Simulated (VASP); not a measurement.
# Hf (P6_3/mmc) in VASP: single point with PBE

Aim: the single point of Hf with PBE.

All numbers are computed with VASP 6.6.1; they aren't measurements. Logs are shortened: lines on timing, memory, paths and dates and some standing lists are left out, and cuts for length are marked.

**1. The cell of the first run**

It takes space group P6_3/mmc (No. 194, hexagonal). Conventional cell: a = 3.199 Å, b = 3.199 Å, c = 5.075 Å, α = 90.00°, β = 90.00°, γ = 120.00°. Hf (site symmetry -6m2) has 12 Hf at 3.14 to 3.20 Å within 4.1 Å.

**2. Single point, PBE**

Contents of INCAR:

```
SYSTEM = Hf
ALGO = Fast
EDIFF = 1E-6
ENCUT = 520
GGA = PE
ISIF = 2
ISMEAR = 0
LASPH = .True.
LCHARG = .False.
LREAL = .False.
LWAVE = .False.
NBANDS = 17
NELM = 80
PREC = Accurate
SIGMA = 0.05
```

Contents of KPOINTS:

```
k-points
0
Gamma
  8 8 4
  0 0 0
```

Contents of POSCAR:

```
Hf
1.0
    3.1989228996      0.0000000000      0.0000000000
   -1.5994614498      2.7703484958      0.0000000000
    0.0000000000      0.0000000000      5.0751294450
Hf
2
Direct
    0.3333333333      0.6666666667      0.2500000000
    0.6666666667      0.3333333333      0.7500000000
```

Potentials or basis: VASP PAW PBE potentials, release 64 (Hf_pv).

Run with:

```console
cat potpaw_PBE.64/Hf_pv/POTCAR > POTCAR
mpirun -np 1 vasp_std > vasp.out
```

OUTCAR:

```text
SYSTEM = Hf
   EDIFF = 1E-6
   ENCUT = 520
   GGA = PE
   ISIF = 2
   ISMEAR = 0
   LASPH = .True.
   LREAL = .False.
   NELM = 80
   PREC = Accurate

 ion  position               nearest neighbor table
   1  0.333  0.667  0.250-   2 3.14   2 3.14   2 3.14   2 3.14   2 3.14   2 3.14
   2  0.667  0.333  0.750-   1 3.14   1 3.14   1 3.14   1 3.14   1 3.14   1 3.14

  LATTYP: Found a hexagonal cell.
 ALAT       =     3.1989228996
 C/A-ratio  =     1.5865119618

  Lattice vectors:

 A1 = (   3.1989228996,   0.0000000000,   0.0000000000)
 A2 = (  -1.5994614498,   2.7703484958,   0.0000000000)
 A3 = (   0.0000000000,   0.0000000000,   5.0751294450)

Analysis of symmetry for initial positions (statically):
=====================================================================
 Subroutine PRICEL returns:
 Original cell was already a primitive cell.

 Routine SETGRP: Setting up the symmetry group for a
 hexagonal supercell.

 Subroutine GETGRP returns: Found 24 space group operations
 (whereof 12 operations were pure point group operations)
 out of a pool of 24 trial point group operations.

The static configuration has the point symmetry D_3d.
 The point group associated with its full space group is D_6h.

Analysis of symmetry for dynamics (positions and initial velocities):
=====================================================================
 Subroutine PRICEL returns:
 Original cell was already a primitive cell.

 Routine SETGRP: Setting up the symmetry group for a
 hexagonal supercell.

 Subroutine GETGRP returns: Found 24 space group operations
 (whereof 12 operations were pure point group operations)
 out of a pool of 24 trial point group operations.

The dynamic configuration has the point symmetry D_3d.
 The point group associated with its full space group is D_6h.

 Subroutine INISYM returns: Found 24 space group operations
 (whereof 12 operations are pure point group operations),
 and found     1 'primitive' translations

----------------------------------------------------------------------------------------

                                     Primitive cell

  volume of cell :      44.9765

  direct lattice vectors                    reciprocal lattice vectors
     3.198922900  0.000000000  0.000000000     0.312605221  0.180482708  0.000000000
    -1.599461450  2.770348496  0.000000000     0.000000000  0.360965417  0.000000000
     0.000000000  0.000000000  5.075129445     0.000000000  0.000000000  0.197039309

  length of vectors
     3.198922900  3.198922900  5.075129445     0.360965417  0.360965417  0.197039309

  position of ions in fractional coordinates (direct lattice)
[... 77 lines left out ...]
   ENCUT  =  520.0 eV  38.22 Ry    6.18 a.u.   5.95  5.95  9.44*2*pi/ulx,y,z
   NELM   =     80;   NELMIN=  2; NELMDL= -5     # of ELM steps
   EDIFF  = 0.1E-05   stopping-criterion for ELM
   LREAL  =      F    real-space projection
   EDIFFG = 0.1E-04   stopping-criterion for IOM
   NSW    =      0    number of steps for IOM
   IBRION =     -1    ionic relax: 0-MD 1-quasi-New 2-CG
   NFREE  =      0    steps in history (QN), initial steepest desc. (CG)
   ISIF   =      2    stress and relaxation
   ISYM   =      2    0-nonsym 1-usesym 2-fastsym
   POTIM  = 0.5000    time-step for ionic-motion
   TEBEG  =    0.0;   TEEND  =   0.0 temperature during run
   PSTRESS=    0.0 pullay stress
   NELECT =      20.0000    total number of electrons
   NUPDOWN=      -1.0000    fix difference up-down
   EMIN   =  10.00;   EMAX   =-10.00  energy-range for DOS
   EFERMI =   0.00;   METHOD = LEGACY
   ISMEAR =     0;   SIGMA  =   0.05  broadening in eV -4-tet -1-fermi 0-gaus
   EFERMI_NEDOS =   21; number of points for ismear=-14 and -15
   IALGO  =     68    algorithm
   IMIX   =      4    mixing-type and parameters
     AMIX     =   0.40;   BMIX     =  1.00
     AMIX_MAG =   1.60;   BMIX_MAG =  1.00
  volume/ion in A,a.u.               =      22.49       151.76
  Fermi-wavevector in a.u.,A,eV,Ry     =   1.249558  2.361322 21.244069  1.561395
  Thomas-Fermi vector in A             =   2.383593
   LORBIT       =      0    0 simple, 1 ext, 2 COOP (PROOUT), +10 PAW based schemes
   GGA     = PE    functional components
   LHFCALC =     F    Hartree Fock is set to
   AEXX    =    0.0000 exact exchange contribution
   IVDW    =     0    specifies the selected vdW correction
   LEPSILON=     F    determine dielectric tensor
   LRPA    =     F    only Hartree local field effects (RPA)
 non-spin polarized calculation
 RMM-DIIS sequential band-by-band and
 Gauss-broadening in eV      SIGMA  =   0.05
  energy-cutoff  :      520.00
  volume of cell :       44.98
 maximum number of plane-waves:      1226
 NGX is ok and might be reduce to    24
   NGX = 11   NGY = 11   NGZ = 19

 number of electron      20.0000005 magnetization

 Free energy of the ion-electron system (eV)
  ---------------------------------------------------
  ext. energy  EPLUGINS =         0.00000000
  ---------------------------------------------------
  free energy    TOTEN  =       -19.86482729 eV

  energy without entropy =      -19.86313346  energy(sigma->0) =      -19.86398038

 E-fermi :   4.9433     XC(G=0): -11.2595

 val. band max:        4.9409160485   @ k =   0.0000   0.0000   0.2500
 cond. band min:       4.9732639441   @ k =   0.3750   0.2500   0.2500
 fundamental gap:      0.0323478955
 Fermi energy:         4.9432758403

 k-point     1 :       0.0000    0.0000    0.0000
  band No.  band energies     occupation
      1     -26.1906      2.00000
      2     -25.4651      2.00000
      3     -25.4651      2.00000
      4     -25.3436      2.00000
      5     -25.3413      2.00000
      6     -25.3413      2.00000
[... 457 lines left out ...]
      4     -25.5517      2.00000
      5     -25.5162      2.00000
      6     -25.5162      2.00000
[... 9 lines left out ...]
     16      10.2774      0.00000
     17      10.3336      0.00000

 [... further k-points ...]
[... 5 lines left out ...]
  --------------------------------------------------------------------------------------
  -------------------------------------------------------------------------------------
  Total       -0.1049778     -0.1049778     -0.0914783     -0.0000000      0.0000000      0.0000000
  in kB       -3.7395785     -3.7395785     -3.2586937     -0.0000000      0.0000000      0.0000000
  external PRESSURE =      -3.5792836 kB  Pullay stress =       0.0000000 kB

 VOLUME and BASIS-vectors are now :
 -----------------------------------------------------------------------------
  energy-cutoff  :      520.00
  volume of cell :       44.98
      direct lattice vectors                 reciprocal lattice vectors
     3.198922900  0.000000000  0.000000000     0.312605221  0.180482708  0.000000000
    -1.599461450  2.770348496  0.000000000     0.000000000  0.360965417  0.000000000
     0.000000000  0.000000000  5.075129445     0.000000000  0.000000000  0.197039309

 POSITION                                       TOTAL-FORCE (eV/Angst)
 -----------------------------------------------------------------------------------
     -0.00000      1.84690      1.26878        -0.000000      0.000000      0.000000
      1.59946      0.92345      3.80635         0.000000     -0.000000      0.000000
 -----------------------------------------------------------------------------------
    total drift:                               -0.000000      0.000000     -0.000000

  FREE ENERGIE OF THE ION-ELECTRON SYSTEM (eV)
  ---------------------------------------------------
  free  energy   TOTEN  =       -19.8648272937 eV

  energy  without entropy=      -19.8631334599  energy(sigma->0) =      -19.86398038
```

OSZICAR:

```text
N       E                     dE             d eps       ncg     rms          rms(c)
DAV:   1     0.498279797226E+02    0.49828E+02   -0.11394E+04  1020   0.112E+03
DAV:   2    -0.187038559219E+02   -0.68532E+02   -0.66887E+02  1330   0.249E+02
DAV:   3    -0.205696817333E+02   -0.18658E+01   -0.18574E+01  1291   0.272E+01
DAV:   4    -0.205840197177E+02   -0.14338E-01   -0.14333E-01  1308   0.291E+00
DAV:   5    -0.205841718451E+02   -0.15213E-03   -0.15211E-03  1311   0.259E-01    0.644E+01
RMM:   6    -0.200542674302E+02    0.52990E+00   -0.43973E-01  1022   0.402E+00    0.388E+01
RMM:   7    -0.198744665499E+02    0.17980E+00   -0.10669E+00  1174   0.621E+00    0.207E+00
RMM:   8    -0.198638873161E+02    0.10579E-01   -0.86844E-02  1115   0.215E+00    0.597E-01
RMM:   9    -0.198646624435E+02   -0.77513E-03   -0.11915E-02  1299   0.719E-01    0.333E-01
RMM:  10    -0.198648520413E+02   -0.18960E-03   -0.19368E-03  1429   0.269E-01    0.454E-01
RMM:  11    -0.198648257663E+02    0.26275E-04   -0.34207E-04  1200   0.104E-01    0.624E-02
RMM:  12    -0.198648278544E+02   -0.20882E-05   -0.59394E-05  1421   0.347E-02    0.486E-02
RMM:  13    -0.198648272937E+02    0.56074E-06   -0.61112E-06  1185   0.152E-02
   1 F= -.19864827E+02 E0= -.19863980E+02  d E =-.169383E-02
```

stdout:

```text
POSCAR found type information on POSCAR Hf
 POSCAR found :  1 types and       2 ions
 scaLAPACK will be used
 LDA part: xc-table for (Slater+PW92), standard interpolation
 POSCAR, INCAR and KPOINTS ok, starting setup
 FFT: planning ... GRIDC
 FFT: planning ... GRID_SOFT
 FFT: planning ... GRID
 WAVECAR not read
 entering main loop
```

Run time: 8.2 s. Hardware: 1 thread of Intel Xeon 6975P-C (Granite Rapids), shared host; peak memory 0.16 GiB.

Results:

| Item | Value |
| --- | --- |
| Free energy | -19.8648 eV |
| Pressure | -0.4 GPa |
| Band gap on the k mesh | zero (band 10 reaches 6.07 eV, above the bottom of band 11 at 4.62 eV) |

Caveat: spin-orbit coupling is left out, which moves the levels of the heavy elements.
